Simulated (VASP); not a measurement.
## Ge: single point with revPBE

The system is Ge.

```
Ge
1.0
     3.08559    0.00000    0.00000
    -1.54279    2.67220    0.00000
     0.00000    0.00000    4.77982
Ge
2
Direct
  0.33333 0.66667 0.25000
  0.66667 0.33333 0.75000
```

- Program: VASP 6.6.1
- Task: single point
- Functional: revPBE
- Potentials or basis: VASP PAW PBE potentials, release 64 (Ge_d)
- Cutoff: 520 eV
- k mesh: 12 × 12 × 7
- Occupations: fermi-dirac, width 0.1 eV
- Spin: no spin polarisation
- Dipole correction: no
- Further INCAR settings: ALGO = Normal; EDIFF = 1e-06; NBANDS = 21

```yaml
Pressure: 0.0 GPa
Band_gap_on_the_k_mesh: zero (band 14 reaches 12.41 eV, above the bottom of band 15 at 3.78 eV)
```

Levels at points of the mesh, in eV from the Fermi level:
| k point | band 10 | band 11 | band 12 | band 13 | band 14 | band 15 | band 16 | band 17 | band 18 | band 19 |
| --- | --- | --- | --- | --- | --- | --- | --- | --- | --- | --- |
| (0.00, 0.00, 0.00) | -24.72 | -12.84 | -7.19 | -5.13 | 5.81 | 5.81 | 7.84 | 7.84 | 9.54 | 10.30 |
| (0.50, 0.00, 0.00) | -24.71 | -8.41 | -7.00 | -2.34 | -1.11 | -0.89 | 1.38 | 2.06 | 6.03 | 6.66 |

It took 16 s on 1 thread of Intel(R) Xeon(R) 6975P-C (Granite Rapids), with other jobs on the host, peak memory 0.18 GiB.

Caveat: the PAW data sets were made with another functional, which shifts forces and pressure a little.
